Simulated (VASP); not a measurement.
# C (P6_3/mmc) in VASP: notebook

C is run at these levels: PBE+D3(BJ); tasks: single point.

Everything below comes from runs of VASP 6.6.1. Logs are shortened: lines on timing, memory, paths and dates and some standing lists are left out, and cuts for length are marked.

### 1 The cell of the first run

It takes space group P6_3/mmc (No. 194, hexagonal). The conventional cell has a = 2.467 Å, b = 2.467 Å, c = 7.803 Å, α = 90.00°, β = 90.00°, γ = 120.00°. Within 1.9 Å of C (site symmetry -6m2) lie 3 C at 1.42 Å. C (site symmetry -6m2) has 3 C at 1.42 Å within 1.9 Å.

### 2 Single point, PBE+D3(BJ)

The input, INCAR:

```
SYSTEM = C
PREC = Accurate
ENCUT = 520
EDIFF = 1E-6
ISMEAR = 0
SIGMA = 0.1
LREAL = .False.
LASPH = .True.
NELM = 60
ALGO = Normal
ISIF = 2
LWAVE = .False.
LCHARG = .False.
GGA = PE
IVDW = 12
NBANDS = 16
```

The input, KPOINTS:

```
Automatic mesh
0
Gamma
  9 9 4
  0 0 0
```

The input, POSCAR:

```
C
1.0
    2.4672912616      0.0000000000      0.0000000000
   -1.2336456308      2.1367369111      0.0000000000
    0.0000000000      0.0000000000      7.8030730000
C
4
Direct
    0.0000000000      0.0000000000      0.2500000000
    0.0000000000      0.0000000000      0.7500000000
    0.3333333300      0.6666666700      0.2500000000
    0.6666666700      0.3333333300      0.7500000000
```

Potentials or basis: VASP PAW PBE potentials, release 64 (C).

Started as:

```bash
> cat potpaw_PBE.64/C/POTCAR > POTCAR
> mpirun -np 1 vasp_std > vasp.out
```

OUTCAR:

```text
SYSTEM = C
   PREC = Accurate
   ENCUT = 520
   EDIFF = 1E-6
   ISMEAR = 0
   LREAL = .False.
   LASPH = .True.
   NELM = 60
   ISIF = 2
   GGA = PE
   IVDW = 12
 IVDW          = 12

 ion  position               nearest neighbor table
   1  0.000  0.000  0.250-   3 1.42   3 1.42   3 1.42
   2  0.000  0.000  0.750-   4 1.42   4 1.42   4 1.42
   3  0.333  0.667  0.250-   1 1.42   1 1.42   1 1.42
   4  0.667  0.333  0.750-   2 1.42   2 1.42   2 1.42

  LATTYP: Found a hexagonal cell.
 ALAT       =     2.4672912616
 C/A-ratio  =     3.1626071561

  Lattice vectors:

 A1 = (   2.4672912616,   0.0000000000,   0.0000000000)
 A2 = (  -1.2336456308,   2.1367369111,   0.0000000000)
 A3 = (   0.0000000000,   0.0000000000,   7.8030730000)

Analysis of symmetry for initial positions (statically):
=====================================================================
 Subroutine PRICEL returns:
 Original cell was already a primitive cell.

 Routine SETGRP: Setting up the symmetry group for a
 hexagonal supercell.

 Subroutine GETGRP returns: Found 24 space group operations
 (whereof 12 operations were pure point group operations)
 out of a pool of 24 trial point group operations.

The static configuration has the point symmetry D_3d.
 The point group associated with its full space group is D_6h.

Analysis of symmetry for dynamics (positions and initial velocities):
=====================================================================
 Subroutine PRICEL returns:
 Original cell was already a primitive cell.

 Routine SETGRP: Setting up the symmetry group for a
 hexagonal supercell.

 Subroutine GETGRP returns: Found 24 space group operations
 (whereof 12 operations were pure point group operations)
 out of a pool of 24 trial point group operations.

The dynamic configuration has the point symmetry D_3d.
 The point group associated with its full space group is D_6h.

 Subroutine INISYM returns: Found 24 space group operations
 (whereof 12 operations are pure point group operations),
 and found     1 'primitive' translations

----------------------------------------------------------------------------------------

                                     Primitive cell

  volume of cell :      41.1374

  direct lattice vectors                    reciprocal lattice vectors
     2.467291262  0.000000000  0.000000000     0.405302777  0.234001667  0.000000000
    -1.233645631  2.136736911  0.000000000     0.000000000  0.468003335  0.000000000
     0.000000000  0.000000000  7.803073000     0.000000000  0.000000000  0.128154639

  length of vectors
     2.467291262  2.467291262  7.803073000     0.468003335  0.468003335  0.128154639

  position of ions in fractional coordinates (direct lattice)
     0.000000000  0.000000000  0.250000000
     0.000000000  0.000000000  0.750000000
     0.333333330  0.666666670  0.250000000
     0.666666670  0.333333330  0.750000000

  ion indices of the primitive-cell ions
   primitive index   ion index
                 1           1
                 2           2
                 3           3
                 4           4

----------------------------------------------------------------------------------------

 KPOINTS: Automatic mesh

Automatic generation of k-mesh.
 Grid dimensions read from file:
 generate k-points for:    9    9    4

 Generating k-lattice:

  Cartesian coordinates                     Fractional coordinates (reciprocal lattice)
     0.045033642  0.026000185  0.000000000     0.111111111 -0.000000000  0.000000000
     0.000000000  0.052000371  0.000000000     0.000000000  0.111111111  0.000000000
     0.000000000  0.000000000  0.032038660     0.000000000  0.000000000  0.250000000

  Length of vectors
     0.052000371  0.052000371  0.032038660

  Shift w.r.t. Gamma in fractional coordinates (k-lattice)
     0.000000000  0.000000000  0.000000000

 Subroutine IBZKPT returns following result:
 ===========================================

 Found     36 irreducible k-points:

 Following reciprocal coordinates:
            Coordinates               Weight
  0.000000  0.000000  0.000000      1.000000
  0.111111  0.000000  0.000000      6.000000
  0.222222  0.000000  0.000000      6.000000
  0.333333  0.000000  0.000000      6.000000
  0.444444  0.000000  0.000000      6.000000
  0.111111  0.111111  0.000000      6.000000
[... 16 lines left out ...]
  0.333333  0.222222  0.250000     24.000000
  0.333333  0.333333  0.250000      4.000000
 [... further k-points ...]
   k-points           NKPTS =     36   k-points in BZ     NKDIM =     36   number of bands    NBANDS=     16
   number of dos      NEDOS =    301   number of ions     NIONS =      4
   total plane-waves  NPLWV =  19440
   dimension x,y,z NGX =    18 NGY =   18 NGZ =   60
   dimension x,y,z NGXF=    36 NGYF=   36 NGZF=  120
   ions per type =               4
   NGX,Y,Z   is equivalent  to a cutoff of  12.13, 12.13, 12.78 a.u.
   NGXF,Y,Z  is equivalent  to a cutoff of  24.26, 24.26, 25.57 a.u.
 SYSTEM =  C
   PREC   = accura    normal or accurate (medium, high low for compatibility)
   ISTART =      0    job   : 0-new  1-cont  2-samecut
   ICHARG =      2    charge: 1-file 2-atom 10-const
   ISPIN  =      1    spin polarized calculation?
   LNONCOLLINEAR =      F non collinear calculations
   LSORBIT =      F    spin-orbit coupling
   LASPH  =      T    aspherical Exc in radial PAW
   ENCUT  =  520.0 eV  38.22 Ry    6.18 a.u.   4.59  4.59 14.51*2*pi/ulx,y,z
   NELM   =     60;   NELMIN=  2; NELMDL= -5     # of ELM steps
   EDIFF  = 0.1E-05   stopping-criterion for ELM
   LREAL  =      F    real-space projection
   EDIFFG = 0.1E-04   stopping-criterion for IOM
   NSW    =      0    number of steps for IOM
   IBRION =     -1    ionic relax: 0-MD 1-quasi-New 2-CG
   NFREE  =      0    steps in history (QN), initial steepest desc. (CG)
   ISIF   =      2    stress and relaxation
   ISYM   =      2    0-nonsym 1-usesym 2-fastsym
   POTIM  = 0.5000    time-step for ionic-motion
   TEBEG  =    0.0;   TEEND  =   0.0 temperature during run
   PSTRESS=    0.0 pullay stress
   NELECT =      16.0000    total number of electrons
   NUPDOWN=      -1.0000    fix difference up-down
   EMIN   =  10.00;   EMAX   =-10.00  energy-range for DOS
   EFERMI =   0.00;   METHOD = LEGACY
   ISMEAR =     0;   SIGMA  =   0.10  broadening in eV -4-tet -1-fermi 0-gaus
   EFERMI_NEDOS =   21; number of points for ismear=-14 and -15
   IALGO  =     38    algorithm
   IMIX   =      4    mixing-type and parameters
     AMIX     =   0.40;   BMIX     =  1.00
     AMIX_MAG =   1.60;   BMIX_MAG =  1.00
  volume/ion in A,a.u.               =      10.28        69.40
  Fermi-wavevector in a.u.,A,eV,Ry     =   1.195003  2.258229 19.429568  1.428033
  Thomas-Fermi vector in A             =   2.330979
   LORBIT       =      0    0 simple, 1 ext, 2 COOP (PROOUT), +10 PAW based schemes
   GGA     = PE    functional components
   LHFCALC =     F    Hartree Fock is set to
   AEXX    =    0.0000 exact exchange contribution
   IVDW    =    12    specifies the selected vdW correction
   LEPSILON=     F    determine dielectric tensor
   LRPA    =     F    only Hartree local field effects (RPA)
 non-spin polarized calculation
 Gauss-broadening in eV      SIGMA  =   0.10
  energy-cutoff  :      520.00
  volume of cell :       41.14
 maximum number of plane-waves:      1128
   NGX =  9   NGY =  9   NGZ = 29

 number of electron      15.9999994 magnetization

 Free energy of the ion-electron system (eV)
  ---------------------------------------------------
  ext. energy  EPLUGINS =         0.00000000
  ---------------------------------------------------
  free energy    TOTEN  =       -36.87742836 eV

  energy without entropy =      -36.87389062  energy(sigma->0) =      -36.87565949

 E-fermi :   3.4331     XC(G=0):  -9.2924

 val. band max:        3.4317901138   @ k =   0.3333   0.3333   0.5000
 cond. band min:       3.4333076254   @ k =   0.3333   0.3333   0.2500
 fundamental gap:      0.0015175116
 Fermi energy:         3.4330658177

 k-point     1 :       0.0000    0.0000    0.0000
  band No.  band energies     occupation
      1     -16.1107      2.00000
      2     -16.0269      2.00000
      3      -4.5765      2.00000
      4      -3.7261      2.00000
      5       0.3935      2.00000
      6       0.3935      2.00000
[... 8 lines left out ...]
     15      14.8175      0.00000
     16      14.8727      0.00000

 k-point     2 :       0.1111    0.0000    0.0000
  band No.  band energies     occupation
      1     -15.8186      2.00000
      2     -15.7366      2.00000
      3      -4.2240      2.00000
      4      -3.3857      2.00000
      5      -0.7239      2.00000
      6      -0.7149      2.00000
[... 8 lines left out ...]
     15      13.8271      0.00000
     16      13.9136      0.00000

 k-point     3 :       0.2222    0.0000    0.0000
  band No.  band energies     occupation
      1     -14.9484      2.00000
      2     -14.8713      2.00000
      3      -3.2754      2.00000
      4      -3.2552      2.00000
      5      -3.1831      2.00000
      6      -2.3844      2.00000
[... 8 lines left out ...]
     15      15.9052      0.00000
     16      15.9172      0.00000

 k-point     4 :       0.3333    0.0000    0.0000
  band No.  band energies     occupation
      1     -13.5211      2.00000
      2     -13.4523      2.00000
      3      -6.2069      2.00000
      4      -6.1741      2.00000
      5      -2.3480      2.00000
      6      -2.3374      2.00000
[... 8 lines left out ...]
     15      18.4466      0.00000
     16      19.0485      0.00000
[... 324 lines left out ...]
 k-point    22 :       0.2222    0.2222    0.2500
  band No.  band energies     occupation
      1     -12.6766      2.00000
      2     -12.6315      2.00000
      3      -6.2421      2.00000
      4      -6.2305      2.00000
      5      -4.7070      2.00000
      6      -4.6981      2.00000
[... 8 lines left out ...]
     15      15.6196      0.00000
     16      15.7507      0.00000

 k-point    23 :       0.3333    0.2222    0.2500
  band No.  band energies     occupation
      1     -10.8268      2.00000
      2     -10.7908      2.00000
      3      -8.3560      2.00000
      4      -8.3319      2.00000
      5      -5.7086      2.00000
      6      -5.6916      2.00000
[... 8 lines left out ...]
     15      15.5973      0.00000
     16      16.6026      0.00000

 k-point    24 :       0.3333    0.3333    0.2500
  band No.  band energies     occupation
      1      -9.1717      2.00000
      2      -9.1542      2.00000
      3      -9.1542      2.00000
      4      -9.1382      2.00000
      5      -7.1061      2.00000
      6      -7.1061      2.00000
[... 8 lines left out ...]
     15      16.4527      0.00000
     16      17.4547      0.00000

 [... further k-points ...]

------------------------ aborting loop because EDIFF is reached ----------------------------------------

 Edisp (eV)   -0.52304

 E8    (eV) :    -0.1459

  FORCE on cell =-STRESS in cart. coord.  units (eV):
  Direction    XX          YY          ZZ          XY          YZ          ZX
  --------------------------------------------------------------------------------------
  -------------------------------------------------------------------------------------
  Total      -0.01053    -0.01053    -0.52593     0.00000     0.00000     0.00000
  in kB      -0.41022    -0.41022   -20.48320     0.00000     0.00000     0.00000
  external pressure =       -7.10 kB  Pullay stress =        0.00 kB

 VOLUME and BASIS-vectors are now :
 -----------------------------------------------------------------------------
  energy-cutoff  :      520.00
  volume of cell :       41.14
      direct lattice vectors                 reciprocal lattice vectors
     2.467291262  0.000000000  0.000000000     0.405302777  0.234001667  0.000000000
    -1.233645631  2.136736911  0.000000000     0.000000000  0.468003335  0.000000000
     0.000000000  0.000000000  7.803073000     0.000000000  0.000000000  0.128154639

 POSITION                                       TOTAL-FORCE (eV/Angst)
 -----------------------------------------------------------------------------------
      0.00000      0.00000      1.95077         0.000000     -0.000000     -0.000000
      0.00000      0.00000      5.85230         0.000000      0.000000      0.000000
     -0.00000      1.42449      1.95077        -0.000000     -0.000000      0.000000
      1.23365      0.71225      5.85230        -0.000000      0.000000     -0.000000
 -----------------------------------------------------------------------------------
    total drift:                               -0.000000      0.000000      0.000000

  FREE ENERGIE OF THE ION-ELECTRON SYSTEM (eV)
  ---------------------------------------------------
  free  energy   TOTEN  =       -37.4004708986 eV

  energy  without entropy=      -37.3969331528  energy(sigma->0) =      -37.39870203
```

Run time: 8.4 s. Hardware: 1 thread of Intel Xeon 6975P-C (Granite Rapids), shared host; peak memory 0.16 GiB.

Results:

- Free energy: -37.4005 eV
- Pressure: -0.7 GPa
- Band gap on the k mesh: zero (filled and empty bands overlap)
- Dispersion energy per atom: -0.131 eV

### 3 Single point, PBE+D3(BJ)

This run uses another cell than the first one, of 8.87 Å³/atom, 0.863 times its volume.

The input, INCAR:

```
SYSTEM = C
ALGO = Normal
EDIFF = 1E-6
ENCUT = 520
GGA = PE
ISIF = 2
ISMEAR = 0
IVDW = 12
LASPH = .True.
LCHARG = .False.
LREAL = .False.
LWAVE = .False.
NBANDS = 16
NELM = 80
PREC = Accurate
SIGMA = 0.1
```

The input, KPOINTS:

```
k-points
0
Gamma
  21 21 6
  0 0 0
```

The input, POSCAR:

```
C
1.0
    2.4649740435      0.0000000000      0.0000000000
   -1.2324870217      2.1347301413      0.0000000000
    0.0000000000      0.0000000000      6.7441729557
C
4
Direct
    0.0000000000      0.0000000000      0.2500000000
    0.0000000000      0.0000000000      0.7500000000
    0.3333333333      0.6666666667      0.2500000000
    0.6666666667      0.3333333333      0.7500000000
```

Potentials or basis: VASP PAW PBE potentials, release 64 (C).

Started as:

```bash
> cat potpaw_PBE.64/C/POTCAR > POTCAR
> mpirun -np 1 vasp_std > vasp.out
```

OUTCAR:

```text
SYSTEM = C
   EDIFF = 1E-6
   ENCUT = 520
   GGA = PE
   ISIF = 2
   ISMEAR = 0
   IVDW = 12
   LASPH = .True.
   LREAL = .False.
   NELM = 80
   PREC = Accurate
 IVDW          = 12

 ion  position               nearest neighbor table
   1  0.000  0.000  0.250-   3 1.42   3 1.42   3 1.42
   2  0.000  0.000  0.750-   4 1.42   4 1.42   4 1.42
   3  0.333  0.667  0.250-   1 1.42   1 1.42   1 1.42
   4  0.667  0.333  0.750-   2 1.42   2 1.42   2 1.42

  LATTYP: Found a hexagonal cell.
 ALAT       =     2.4649740435
 C/A-ratio  =     2.7360016117

  Lattice vectors:

 A1 = (   2.4649740435,   0.0000000000,   0.0000000000)
 A2 = (  -1.2324870217,   2.1347301413,   0.0000000000)
 A3 = (   0.0000000000,   0.0000000000,   6.7441729557)

Analysis of symmetry for initial positions (statically):
=====================================================================
 Subroutine PRICEL returns:
 Original cell was already a primitive cell.

 Routine SETGRP: Setting up the symmetry group for a
 hexagonal supercell.

[... 175 lines left out ...]
 cond. band min:       4.6375960322   @ k =   0.3333   0.3333   0.3333
 fundamental gap:      0.0111053493
 Fermi energy:         4.6292727091

 k-point     1 :       0.0000    0.0000    0.0000
  band No.  band energies     occupation
      1     -15.0135      2.00000
      2     -14.7249      2.00000
      3      -3.8587      2.00000
      4      -1.9419      2.00000
      5       1.6156      2.00000
      6       1.6156      2.00000
[... 433 lines left out ...]
      3      -2.5497      2.00000
      4      -2.4731      2.00000
      5      -2.0485      2.00000
      6      -0.8800      2.00000
[... 8 lines left out ...]
     15      16.5304      0.00000
     16      16.7441      0.00000

 [... further k-points ...]

------------------------ aborting loop because EDIFF is reached ----------------------------------------

 Edisp (eV)   -0.62158

 E8    (eV) :    -0.1760

  FORCE on cell =-STRESS in cart. coord.  units (eV):
  Direction    XX          YY          ZZ          XY          YZ          ZX
  --------------------------------------------------------------------------------------
  -------------------------------------------------------------------------------------
  Total       0.15514     0.15514    -0.02612     0.00000     0.00000     0.00000
  in kB       7.00424     7.00424    -1.17905     0.00000     0.00000     0.00000
  external pressure =        4.28 kB  Pullay stress =        0.00 kB

 VOLUME and BASIS-vectors are now :
 -----------------------------------------------------------------------------
  energy-cutoff  :      520.00
  volume of cell :       35.49
      direct lattice vectors                 reciprocal lattice vectors
     2.464974043  0.000000000  0.000000000     0.405683785  0.234221642  0.000000000
    -1.232487022  2.134730141  0.000000000     0.000000000  0.468443285  0.000000000
     0.000000000  0.000000000  6.744172956     0.000000000  0.000000000  0.148276150

 POSITION                                       TOTAL-FORCE (eV/Angst)
 -----------------------------------------------------------------------------------
      0.00000      0.00000      1.68604         0.000000      0.000000      0.000000
      0.00000      0.00000      5.05813        -0.000000     -0.000000     -0.000000
     -0.00000      1.42315      1.68604         0.000000     -0.000000      0.000000
      1.23249      0.71158      5.05813        -0.000000      0.000000     -0.000000
 -----------------------------------------------------------------------------------
    total drift:                                0.000000     -0.000000      0.000000

  FREE ENERGIE OF THE ION-ELECTRON SYSTEM (eV)
  ---------------------------------------------------
  free  energy   TOTEN  =       -37.4699018469 eV

  energy  without entropy=      -37.4693111754  energy(sigma->0) =      -37.46960651
```

OSZICAR:

```text
N       E                     dE             d eps       ncg     rms          rms(c)
DAV:   1     0.335247179460E+02    0.33525E+02   -0.79498E+03  6176   0.923E+02
DAV:   2    -0.365313328068E+02   -0.70056E+02   -0.64287E+02  8768   0.191E+02
DAV:   3    -0.391934275354E+02   -0.26621E+01   -0.26492E+01  7984   0.346E+01
DAV:   4    -0.392159358211E+02   -0.22508E-01   -0.22494E-01  7912   0.378E+00
DAV:   5    -0.392162972918E+02   -0.36147E-03   -0.36144E-03  7736   0.455E-01    0.893E+00
DAV:   6    -0.374107941345E+02    0.18055E+01   -0.11943E+00  7352   0.696E+00    0.522E+00
DAV:   7    -0.368403315637E+02    0.57046E+00   -0.14813E+00  7608   0.785E+00    0.148E+00
DAV:   8    -0.368495595275E+02   -0.92280E-02   -0.72539E-02  7352   0.161E+00    0.345E-01
DAV:   9    -0.368481368620E+02    0.14227E-02   -0.21222E-03  7816   0.323E-01    0.971E-02
DAV:  10    -0.368483340661E+02   -0.19720E-03   -0.59864E-04  6736   0.159E-01    0.721E-02
DAV:  11    -0.368483260424E+02    0.80238E-05   -0.31128E-05  7944   0.380E-02    0.534E-03
DAV:  12    -0.368483266695E+02   -0.62710E-06   -0.12542E-06  6888   0.776E-03
   1 F= -.37469902E+02 E0= -.37469607E+02  d E =-.590672E-03
```

stdout:

```text
POSCAR found type information on POSCAR C
 POSCAR found :  1 types and       4 ions
 scaLAPACK will be used
 LDA part: xc-table for (Slater+PW92), standard interpolation
 POSCAR, INCAR and KPOINTS ok, starting setup
 FFT: planning ... GRIDC
 FFT: planning ... GRID_SOFT
 FFT: planning ... GRID
 WAVECAR not read
 entering main loop
```

It took 32 s on 1 thread of Intel Xeon 6975P-C (Granite Rapids), shared host; peak memory 0.2 GiB.

Results:

| Item | Value |
| --- | --- |
| Free energy | -37.4699 eV |
| Pressure | 0.4 GPa |
| Band gap on the k mesh | zero (band 8 reaches 4.64 eV, above the bottom of band 9 at 4.61 eV) |
| Dispersion energy per atom | -0.155 eV |

Stress tensor (GPa, compression positive):
```
 0.70  0.00  0.00
 0.00  0.70  0.00
 0.00  0.00 -0.12
```

Levels at points of the mesh, in eV from the Fermi level:
| k point | band 5 | band 6 | band 7 | band 8 | band 9 | band 10 | band 11 | band 12 |
| --- | --- | --- | --- | --- | --- | --- | --- | --- |
| (0.00, 0.00, 0.00) | -3.01 | -3.01 | -3.00 | -3.00 | 4.25 | 8.33 | 8.33 | 8.38 |
| (0.00, 0.00, 0.50) | -3.00 | -3.00 | -3.00 | -3.00 | 6.85 | 6.85 | 8.35 | 8.35 |

(Continued in part 2 of 2.)
